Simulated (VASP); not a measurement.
Runs of VASP 6.6.1 on Ti. The structure is that of space group P6_3/mmc (No. 194), or close to it. The cells are those of the table. 

```tsv
cell	gap on the mesh (eV)	pressure (GPa)
a = 2.910, b = 2.910, c = 4.617 Å, angles 90.0, 90.0, 120.0°, 2 atoms	none	-1.2
a = 3.008, b = 3.008, c = 4.772 Å, angles 90.0, 90.0, 120.0°, 2 atoms	none	-10.5
a = 2.930, b = 2.930, c = 4.649 Å, angles 90.0, 90.0, 120.0°, 2 atoms	none	-3.5
a = 2.890, b = 2.890, c = 4.584 Å, angles 90.0, 90.0, 120.0°, 2 atoms	none	(b)
a = 2.950, b = 2.950, c = 4.680 Å, angles 90.0, 90.0, 120.0°, 2 atoms	none	(a)
```

Alike in all rows: task single point; level PBEsol; potentials or basis VASP PAW PBE potentials, release 64 (Ti_sv); no spin polarisation; k mesh 11 × 11 × 6; cutoff (eV) 520; smearing fermi-dirac 0.15 eV.

**Question.** Fill in the values left out.

**Answer.** (a) -5.5; (b) 1.2.

Caveats: the PAW data sets were made with another functional, which shifts forces and pressure a little.

A gap of «none» marks levels without a gap at the run's occupations.
